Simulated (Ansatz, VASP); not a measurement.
One calculation of Bi2Te2O3, two programs

```
Bi Te O
1.0
     3.15187   -3.39295    0.00000
     3.15187    3.39295    0.00000
     0.00000    0.00000    7.03855
Bi Te O
2 2 3
Direct
  0.00000 0.00000 0.37962
  0.50000 0.50000 0.20866
  0.23502 0.76498 0.82671
  0.76498 0.23502 0.82671
  0.20120 0.20120 0.64972
  0.79880 0.79880 0.64972
  0.00000 0.00000 0.00125
```

Alike in both runs: functional PBE; k mesh 3 × 3 × 2; occupations gaussian, width 0.15 eV; no spin polarisation.

Ansatz relaxed the structure, and its values are those at the end. VASP's run is a single point on that final structure, the one shown.

|  | VASP | Ansatz |
| --- | --- | --- |
| version | VASP 6.6.1 | Ansatz 0.2.0 |
| potentials or method | VASP PAW PBE potentials, release 64 (Bi_d, Te, O), cutoff 520 eV | scalar-relativistic, plane waves, PAW |
| valence electrons in the cell | 60 | 80 |

|  | VASP | Ansatz | Ansatz less VASP |
| --- | --- | --- | --- |
| gap on the k mesh at the Fermi level (eV) | none | none | - |
| pressure (GPa) | -0.1 | 0.1 | +0.17 |
| rms of the force components (eV/Å) | 0.036 | 0.026 | -0.0100 |

A gap of «none» marks a metal or a gap that the smearing closes. VASP's potentials hold 60 valence electrons a cell and Ansatz's 80, so a difference there can come from the potentials and not from the codes.

The k mesh is coarse, so the values compare programs but aren't converged. Spin-orbit coupling is off throughout.
